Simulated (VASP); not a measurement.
# C (P6_3/mmc) in VASP: relaxation of shape and atoms at fixed volume with r2SCAN

Aim: the relaxation of shape and atoms at fixed volume of C with r2SCAN.

Program: VASP 6.6.1. These are calculated values, not measurements. Logs are shortened: lines on timing, memory, paths and dates and some standing lists are left out, and cuts for length are marked.

**1. The cell of the first run**

The structure is hexagonal, space group P6_3/mmc (No. 194). The conventional cell has a = 2.563 Å, b = 2.563 Å, c = 16.826 Å, α = 90.00°, β = 90.00°, γ = 120.00°. Within 2.1 Å of C (site symmetry 3m) lie 4 C at 1.57 Å. Within 2.1 Å of C (site symmetry 3m) lie 4 C at 1.57 Å. Within 2.1 Å of C (site symmetry 3m) lie 4 C at 1.57 Å. C (site symmetry 3m) has 4 C at 1.57 to 1.60 Å within 2.1 Å.

**2. Relaxation of shape and atoms at fixed volume, r2SCAN (5.98 Å³/atom)**

POSCAR reads:

```
C
1.0
    2.5629639613      0.0000000000      0.0000000000
   -1.2814819806      2.2195918995      0.0000000000
    0.0000000000      0.0000000000     16.8259760816
C
16
Direct
    0.0000000000      0.0000000000      0.0467028470
    0.0000000000      0.0000000000      0.5467028470
    0.0000000000      0.0000000000      0.4532971530
    0.0000000000      0.0000000000      0.9532971530
    0.3333333333      0.6666666667      0.0778615095
    0.6666666667      0.3333333333      0.5778615095
    0.3333333333      0.6666666667      0.4221384905
    0.6666666667      0.3333333333      0.9221384905
    0.3333333333      0.6666666667      0.1712029670
    0.6666666667      0.3333333333      0.6712029670
    0.3333333333      0.6666666667      0.3287970330
    0.6666666667      0.3333333333      0.8287970330
    0.3333333333      0.6666666667      0.7974589083
    0.6666666667      0.3333333333      0.2974589083
    0.3333333333      0.6666666667      0.7025410917
    0.6666666667      0.3333333333      0.2025410917
```

INCAR.step1 reads:

```
PREC     = Accurate       # precision mode
ENCUT    = 600            # plane-wave cutoff, eV
ISMEAR   = 0              # smearing method
SIGMA    = 0.02           # smearing width, eV
LREAL    = Auto         
LASPH    = True           # aspherical terms in the spheres
NELM     = 100            # most SCF steps
GGA      = PE             # functional
ALGO     = Normal         # electronic algorithm
EDIFF    = 1E-4           # SCF threshold, eV
LWAVE    = True           # write WAVECAR
LCHARG   = False          # write CHGCAR
```

INCAR.step2 reads:

```
PREC     = Accurate       # precision mode
ENCUT    = 600            # plane-wave cutoff, eV
EDIFF    = 1E-7           # SCF threshold, eV
ISMEAR   = 0              # smearing method
SIGMA    = 0.02           # smearing width, eV
LREAL    = Auto         
LASPH    = True           # aspherical terms in the spheres
NELM     = 100            # most SCF steps
ALGO     = Normal         # electronic algorithm
ISIF     = 4              # what is computed and relaxed
LWAVE    = False          # write WAVECAR
LCHARG   = False          # write CHGCAR
METAGGA  = R2SCAN         # meta-GGA
LMIXTAU  = True         
IBRION   = 2              # ionic algorithm
NSW      = 50             # ionic steps
EDIFFG   = -0.01          # ionic threshold
ISTART   = 1
```

KPOINTS reads:

```
regular mesh
0
Gamma
  12 12 2
```

Potentials or basis: VASP PAW PBE potentials, release 64 (C).

Run with:

```
cat potpaw_PBE.64/C/POTCAR > POTCAR
cp INCAR.step1 INCAR
mpirun -np 1 vasp_std > vasp.out
cp INCAR.step2 INCAR
mpirun -np 1 vasp_std > vasp.out
```

OUTCAR:

```text
PREC = Accurate
   ENCUT = 600
   EDIFF = 1E-7
   ISMEAR = 0
   LREAL = Auto
   LASPH = True
   NELM = 100
   ISIF = 4
   METAGGA = R2SCAN
   IBRION = 2
   NSW = 50
   EDIFFG = -0.01
   ISTART = 1

 ion  position               nearest neighbor table
   1  0.000  0.000  0.047-   5 1.57   5 1.57   5 1.57   4 1.57
   2  0.000  0.000  0.547-   6 1.57   6 1.57   6 1.57   3 1.57
   3  0.000  0.000  0.453-   7 1.57   7 1.57   7 1.57   2 1.57
   4  0.000  0.000  0.953-   8 1.57   8 1.57   8 1.57   1 1.57
   5  0.333  0.667  0.078-   1 1.57   1 1.57   1 1.57   9 1.57
   6  0.667  0.333  0.578-   2 1.57   2 1.57   2 1.57  10 1.57
[... 8 lines left out ...]
  15  0.333  0.667  0.703-  10 1.57  10 1.57  10 1.57  13 1.60
  16  0.667  0.333  0.203-   9 1.57   9 1.57   9 1.57  14 1.60

  LATTYP: Found a hexagonal cell.
 ALAT       =     2.5629639613
 C/A-ratio  =     6.5650459139

  Lattice vectors:

 A1 = (   2.5629639613,   0.0000000000,   0.0000000000)
 A2 = (  -1.2814819806,   2.2195918995,   0.0000000000)
 A3 = (   0.0000000000,   0.0000000000,  16.8259760816)

Analysis of symmetry for initial positions (statically):
=====================================================================
 Subroutine PRICEL returns:
 Original cell was already a primitive cell.

 Routine SETGRP: Setting up the symmetry group for a
 hexagonal supercell.

 Subroutine GETGRP returns: Found 24 space group operations
 (whereof 12 operations were pure point group operations)
 out of a pool of 24 trial point group operations.

The static configuration has the point symmetry D_3d.
 The point group associated with its full space group is D_6h.

Analysis of symmetry for dynamics (positions and initial velocities):
=====================================================================
 Subroutine PRICEL returns:
 Original cell was already a primitive cell.

 Routine SETGRP: Setting up the symmetry group for a
 hexagonal supercell.

 Subroutine GETGRP returns: Found 24 space group operations
 (whereof 12 operations were pure point group operations)
 out of a pool of 24 trial point group operations.

The dynamic configuration has the point symmetry D_3d.
 The point group associated with its full space group is D_6h.

 Subroutine INISYM returns: Found 24 space group operations
 (whereof 12 operations are pure point group operations),
 and found     1 'primitive' translations

----------------------------------------------------------------------------------------

                                     Primitive cell

  volume of cell :      95.7185

  direct lattice vectors                    reciprocal lattice vectors
     2.562963961  0.000000000  0.000000000     0.390173258  0.225266636  0.000000000
    -1.281481981  2.219591900  0.000000000     0.000000000  0.450533272  0.000000000
     0.000000000  0.000000000 16.825976082     0.000000000  0.000000000  0.059431916

  length of vectors
     2.562963961  2.562963961 16.825976082     0.450533272  0.450533272  0.059431916

  position of ions in fractional coordinates (direct lattice)
     0.000000000  0.000000000  0.046702847
     0.000000000  0.000000000  0.546702847
     0.000000000  0.000000000  0.453297153
     0.000000000  0.000000000  0.953297153
     0.333333333  0.666666667  0.077861510
     0.666666667  0.333333333  0.577861510
[... 8 lines left out ...]
     0.333333333  0.666666667  0.702541092
     0.666666667  0.333333333  0.202541092

  ion indices of the primitive-cell ions
   primitive index   ion index
                 1           1
                 2           2
                 3           3
                 4           4
                 5           5
                 6           6
[... 8 lines left out ...]
                15          15
                16          16

----------------------------------------------------------------------------------------

 KPOINTS: regular mesh

Automatic generation of k-mesh.
 Grid dimensions read from file:
 generate k-points for:   12   12    2

 Generating k-lattice:

  Cartesian coordinates                     Fractional coordinates (reciprocal lattice)
     0.032514438  0.018772220  0.000000000     0.083333333  0.000000000  0.000000000
     0.000000000  0.037544439  0.000000000     0.000000000  0.083333333  0.000000000
     0.000000000  0.000000000  0.029715958     0.000000000  0.000000000  0.500000000

  Length of vectors
     0.037544439  0.037544439  0.029715958

  Shift w.r.t. Gamma in fractional coordinates (k-lattice)
     0.000000000  0.000000000  0.000000000

 Subroutine IBZKPT returns following result:
 ===========================================

 Found     38 irreducible k-points:

 Following reciprocal coordinates:
            Coordinates               Weight
  0.000000  0.000000  0.000000      1.000000
  0.083333  0.000000  0.000000      6.000000
  0.166667  0.000000  0.000000      6.000000
  0.250000  0.000000  0.000000      6.000000
  0.333333  0.000000  0.000000      6.000000
  0.416667  0.000000  0.000000      6.000000
[... 16 lines left out ...]
  0.250000  0.000000  0.500000      6.000000
  0.333333  0.000000  0.500000      6.000000
 [... further k-points ...]
   k-points           NKPTS =     38   k-points in BZ     NKDIM =     38   number of bands    NBANDS=     41
   number of dos      NEDOS =    301   number of ions     NIONS =     16
   total plane-waves  NPLWV =  56000
   dimension x,y,z NGX =    20 NGY =   20 NGZ =  140
   dimension x,y,z NGXF=    40 NGYF=   40 NGZF=  280
   ions per type =              16
   NGX,Y,Z   is equivalent  to a cutoff of  12.97, 12.97, 13.83 a.u.
   NGXF,Y,Z  is equivalent  to a cutoff of  25.95, 25.95, 27.66 a.u.
 SYSTEM =  unknown system
   PREC   = accura    normal or accurate (medium, high low for compatibility)
   ISTART =      1    job   : 0-new  1-cont  2-samecut
   ICHARG =      0    charge: 1-file 2-atom 10-const
   ISPIN  =      1    spin polarized calculation?
   LNONCOLLINEAR =      F non collinear calculations
   LSORBIT =      F    spin-orbit coupling
   LASPH  =      T    aspherical Exc in radial PAW
   ENCUT  =  600.0 eV  44.10 Ry    6.64 a.u.   5.12  5.12 33.61*2*pi/ulx,y,z
   NELM   =    100;   NELMIN=  2; NELMDL=  0     # of ELM steps
   EDIFF  = 0.1E-06   stopping-criterion for ELM
   LREAL  =      T    real-space projection
   EDIFFG = -.1E-01   stopping-criterion for IOM
   NSW    =     50    number of steps for IOM
   IBRION =      2    ionic relax: 0-MD 1-quasi-New 2-CG
   NFREE  =      1    steps in history (QN), initial steepest desc. (CG)
   ISIF   =      4    stress and relaxation
   ISYM   =      2    0-nonsym 1-usesym 2-fastsym
   POTIM  = 0.5000    time-step for ionic-motion
   TEBEG  =    0.0;   TEEND  =   0.0 temperature during run
   PSTRESS=    0.0 pullay stress
   NELECT =      64.0000    total number of electrons
   NUPDOWN=      -1.0000    fix difference up-down
   EMIN   =  10.00;   EMAX   =-10.00  energy-range for DOS
   EFERMI =   0.00;   METHOD = LEGACY
   ISMEAR =     0;   SIGMA  =   0.02  broadening in eV -4-tet -1-fermi 0-gaus
   EFERMI_NEDOS =   21; number of points for ismear=-14 and -15
   IALGO  =     38    algorithm
   IMIX   =      4    mixing-type and parameters
     AMIX     =   0.40;   BMIX     =  1.00
     AMIX_MAG =   1.60;   BMIX_MAG =  1.00
  volume/ion in A,a.u.               =       5.98        40.37
  Fermi-wavevector in a.u.,A,eV,Ry     =   1.431538  2.705214 27.882430  2.049301
  Thomas-Fermi vector in A             =   2.551264
   LORBIT       =      0    0 simple, 1 ext, 2 COOP (PROOUT), +10 PAW based schemes
   METAGGA = R2SCAN    functional components
   LHFCALC =     F    Hartree Fock is set to
   AEXX    =    0.0000 exact exchange contribution
   IVDW    =     0    specifies the selected vdW correction
   LEPSILON=     F    determine dielectric tensor
   LRPA    =     F    only Hartree local field effects (RPA)
 conjugate gradient relaxation of ions
 non-spin polarized calculation
 Gauss-broadening in eV      SIGMA  =   0.02
  energy-cutoff  :      600.00
  volume of cell :       95.72
 maximum number of plane-waves:      3227
   NGX = 11   NGY = 11   NGZ = 67

--------------------------------------- Ionic step        1  -------------------------------------------

 number of electron      63.9999998 magnetization

 Free energy of the ion-electron system (eV)
  ---------------------------------------------------
  ext. energy  EPLUGINS =         0.00000000
  ---------------------------------------------------
  free energy    TOTEN  =      -156.85127985 eV

  energy without entropy =     -156.85127985  energy(sigma->0) =     -156.85127985

------------------------ aborting loop because EDIFF is reached ----------------------------------------

  FORCE on cell =-STRESS in cart. coord.  units (eV):
  Direction    XX          YY          ZZ          XY          YZ          ZX
  --------------------------------------------------------------------------------------
  -------------------------------------------------------------------------------------
  Total      -13.9617742    -13.9617742    -13.9693943     -0.0000000      0.0000000     -0.0000000
  in kB     -233.6981603   -233.6981603   -233.8257101     -0.0000000      0.0000000     -0.0000000
  external PRESSURE =    -233.7406769 kB  Pullay stress =       0.0000000 kB
[... 85 lines left out ...]
  energy  without entropy=     -156.8512397725  energy(sigma->0) =     -156.85123977

--------------------------------------- Ionic step        3  -------------------------------------------

 number of electron      63.9999998 magnetization

 Free energy of the ion-electron system (eV)
  ---------------------------------------------------
  ext. energy  EPLUGINS =         0.00000000
  ---------------------------------------------------
  free energy    TOTEN  =      -156.85129284 eV

  energy without entropy =     -156.85129284  energy(sigma->0) =     -156.85129284

 E-fermi :   9.0942     XC(G=0): -13.9659

 val. band max:        9.0113298822   @ k =   0.0000   0.0000   0.0000
 cond. band min:      13.4842174292   @ k =   0.3333   0.0000   0.0000
 fundamental gap:      4.4728875470
 Fermi energy:         9.0942296374

 k-point     1 :       0.0000    0.0000    0.0000
  band No.  band energies     occupation
      1     -13.0272      2.00000
      2     -12.6277      2.00000
      3     -12.5604      2.00000
      4     -11.3436      2.00000
      5     -11.2821      2.00000
      6      -9.2980      2.00000
[... 1045 lines left out ...]
     40      16.6723      0.00000
     41      17.2465      0.00000

 [... further k-points ...]
[... 5 lines left out ...]
  --------------------------------------------------------------------------------------
  -------------------------------------------------------------------------------------
  Total      -13.9633083    -13.9633083    -13.9611489     -0.0000000      0.0000000     -0.0000000
  in kB     -233.7238396   -233.7238396   -233.6876946     -0.0000000      0.0000000     -0.0000000
  external PRESSURE =    -233.7117913 kB  Pullay stress =       0.0000000 kB
[... 31 lines left out ...]
  FREE ENERGIE OF THE ION-ELECTRON SYSTEM (eV)
  ---------------------------------------------------
  free  energy   TOTEN  =      -156.8512928408 eV

  energy  without entropy=     -156.8512928408  energy(sigma->0) =     -156.85129284

 reached required accuracy - stopping structural energy minimisation
```

Wall time 43 min (1 thread of Oxide Virtual Turin-like, shared host); peak memory 0.27 GiB.

Results:

* Free energy: -156.8513 eV
* Energy gained by relaxing: 0.0 meV/atom
* Ionic steps: 3
* Pressure after relaxing: -23.4 GPa
* Largest force after relaxing: 0.004 eV/Å
* Band gap on the k mesh: 4.47 eV (least direct gap 5.55 eV)

Forces in eV/Å, atoms in the order of the input:
```
C    0.000  0.000  0.000
C    0.000  0.000  0.000
C    0.000  0.000  0.000
C    0.000  0.000  0.000
C    0.000  0.000  0.000
C    0.000  0.000  0.000
C    0.000  0.000  0.000
C    0.000  0.000  0.000
C    0.000  0.000 -0.004
C    0.000  0.000 -0.004
C    0.000  0.000  0.004
C    0.000  0.000  0.004
C    0.000  0.000  0.001
C    0.000  0.000  0.001
C    0.000  0.000 -0.001
C    0.000  0.000 -0.001
```

Final structure:
```cif
data_structure
_symmetry_space_group_name_H-M 'P 1'
_symmetry_Int_Tables_number 1
_cell_length_a 2.5630
_cell_length_b 2.5630
_cell_length_c 16.8259
_cell_angle_alpha 90.000
_cell_angle_beta 90.000
_cell_angle_gamma 120.000
_cell_volume 95.72
loop_
_atom_site_label
_atom_site_type_symbol
_atom_site_fract_x
_atom_site_fract_y
_atom_site_fract_z
_atom_site_occupancy
C1 C 0.00000 0.00000 0.04671 1
C2 C 0.00000 0.00000 0.54671 1
C3 C 0.00000 0.00000 0.45329 1
C4 C 0.00000 0.00000 0.95329 1
C5 C 0.33333 0.66667 0.07786 1
C6 C 0.66667 0.33333 0.57786 1
C7 C 0.33333 0.66667 0.42214 1
C8 C 0.66667 0.33333 0.92214 1
C9 C 0.33333 0.66667 0.17121 1
C10 C 0.66667 0.33333 0.67121 1
C11 C 0.33333 0.66667 0.32879 1
C12 C 0.66667 0.33333 0.82879 1
C13 C 0.33333 0.66667 0.79748 1
C14 C 0.66667 0.33333 0.29748 1
C15 C 0.33333 0.66667 0.70252 1
C16 C 0.66667 0.33333 0.20252 1
```

Caveat: the PAW data sets were made with another functional, which shifts forces and pressure a little. A k mesh can miss the band edges.
